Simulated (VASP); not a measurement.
Input of a VASP 6.6.1 run:

The input INCAR:

```
  PREC = Accurate
  ENCUT = 520
  EDIFF = 1E-6
  ISMEAR = -1
  SIGMA = 0.05
  LREAL = False
  LASPH = True
  NELM = 60
  ALGO = Normal
  ISIF = 2
  LWAVE = False
  LCHARG = True
  GGA = PE
  IVDW = 13
  LELF = True
  LVHAR = True
  NBANDS = 30
```

KPOINTS

```
regular mesh
0
Gamma
  5 5 5
```

POSCAR

```
CsPbCl3
1.0
    5.6736988705      0.0000000000      0.0000000000
    0.0000000000      5.6736988705      0.0000000000
    0.0000000000      0.0000000000      5.6736988705
Pb Cs Cl
1 1 3
Direct
    0.5000000000      0.5000000000      0.5000000000
    0.0000000000      0.0000000000      0.0000000000
    0.5000000000      0.0000000000      0.5000000000
    0.0000000000      0.5000000000      0.5000000000
    0.5000000000      0.5000000000      0.0000000000
```

Potentials or basis: VASP PAW PBE potentials, release 64 (Pb_d, Cs_sv, Cl).

Run with:

```bash
$ cat potpaw_PBE.64/Pb_d/POTCAR potpaw_PBE.64/Cs_sv/POTCAR potpaw_PBE.64/Cl/POTCAR > POTCAR
$ mpirun -np 1 vasp_std > vasp.out
```

(1) Predict the pressure.

(2) What does it give for the band gap on the k mesh?

(3) Predict the dispersion energy per atom.

## Answers

(1) 0.0 GPa.

(2) 3.04 eV.

(3) -0.177 eV.

Caveat: spin-orbit coupling is left out, which moves the levels of the heavy elements; an odd mesh through Γ misses points on the zone boundary, where band edges can lie.
